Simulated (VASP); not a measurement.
P, 4 atoms in the cell. It takes space group Cmce (No. 64, orthorhombic). The conventional cell has a = 3.300 Å, b = 11.021 Å, c = 4.556 Å, α = 90.00°, β = 90.00°, γ = 90.00°. P (site symmetry m) has 3 P at 2.21 to 2.25 Å within 2.9 Å. 

| Item | Value |
| --- | --- |
| Program | VASP 6.6.1 |
| Task | single point |
| Functional | r2SCAN |
| Potentials or basis | VASP PAW PBE potentials, release 64 (P) |
| Cutoff | 520 eV |
| k mesh | 12 × 12 × 8 |
| Occupations | gaussian, width 0.01 eV |
| Spin | no spin polarisation |
| Dipole correction | no |
| Further INCAR settings | ALGO = Normal; EDIFF = 1e-07; NBANDS = 18 |

Potentials or basis: VASP PAW PBE potentials, release 64 (P).

Launch:

```sh
$ cat potpaw_PBE.64/P/POTCAR > POTCAR
$ cp INCAR.step1 INCAR
$ mpirun -np 1 vasp_std > vasp.out
$ cp INCAR.step2 INCAR
$ mpirun -np 1 vasp_std > vasp.out
```

Hardware: 1 thread of Intel(R) Xeon(R) Platinum 8259CL CPU @ 2.50GHz (Skylake/Cascade Lake), on a shared host.

Question: How long does it take, and how much memory?

Answer: Wall time 21 min on 1 thread of Intel(R) Xeon(R) Platinum 8259CL CPU @ 2.50GHz (Skylake/Cascade Lake) (shared host), peak memory 0.43 GiB. Counts: k points 215.
